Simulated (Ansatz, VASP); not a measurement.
C in VASP and in Ansatz

File INCAR:

```
PREC = Accurate ; ENCUT = 520
EDIFF = 1E-6 ; ISMEAR = -1
SIGMA = 0.05 ; LREAL = F
LASPH = T ; NELM = 100
ALGO = Normal ; ISIF = 2
LWAVE = F ; LCHARG = F
GGA = PE ; NBANDS = 16
```

KPOINTS

```
Automatic mesh
0
Gamma
  12 12 4
```

File POSCAR:

```
C
1.0
    1.2521334568     -2.1687795058      0.0000000000
    1.2521334568      2.1687795058      0.0000000000
    0.0000000000      0.0000000000      7.3139557868
C
4
Direct
    0.9166205400      0.0833794600      0.7531376000
    0.4166205400      0.5833794600      0.2468624000
    0.0833794600      0.9166205400      0.2468624000
    0.5833794600      0.4166205400      0.7531376000
```

File input.yaml:

```yaml
crystal:
  lattice:
    - [1.2521334568, -2.1687795058, 0.0]
    - [1.2521334568, 2.1687795058, 0.0]
    - [0.0, 0.0, 7.3139557868]
  atoms:
    - { symbol: C, position: [0.91662054, 0.08337946, 0.7531376] }
    - { symbol: C, position: [0.41662054, 0.58337946, 0.2468624] }
    - { symbol: C, position: [0.08337946, 0.91662054, 0.2468624] }
    - { symbol: C, position: [0.58337946, 0.41662054, 0.7531376] }
hamiltonian:
  xc: pbe
  pseudopotentials: { kind: paw }
kpoints:
  mp_grid: { grid: [12, 12, 4] }
scf:
  occupations: { method: fermi_dirac, width: 0.05 }
output:
  forces: true
  stress: true
  eigenvalues: true
```

Alike in both runs: task single point; functional PBE; k mesh 12 × 12 × 4; occupations fermi-dirac, width 0.05 eV; no spin polarisation.

|  | VASP | Ansatz |
| --- | --- | --- |
| version | VASP 6.6.1 | Ansatz 0.2.0 |
| potentials or method | VASP PAW PBE potentials, release 64 (C) | Ansatz PAW |
| plane-wave cutoff (eV) | 520 | 420 |
| valence electrons in the cell | 16 | 16 |

```tsv
	VASP	Ansatz	Ansatz less VASP
gap on the k mesh at the Fermi level (eV)	0.02	0.02	0.000
least direct gap on the mesh (eV)	0.02	0.02	0.000
pressure (GPa)	-10.0	-10.4	-0.37
traceless stress, the component that is largest in VASP (GPa)	11.19	11.64	+0.455
rms of the force components (eV/Å)	0.013	0.013	-0.0001
```

Atom by atom the forces differ by 0.000 eV/Å (rms over components). The functional is the same, so the differences come from potentials, cutoffs and numerics.
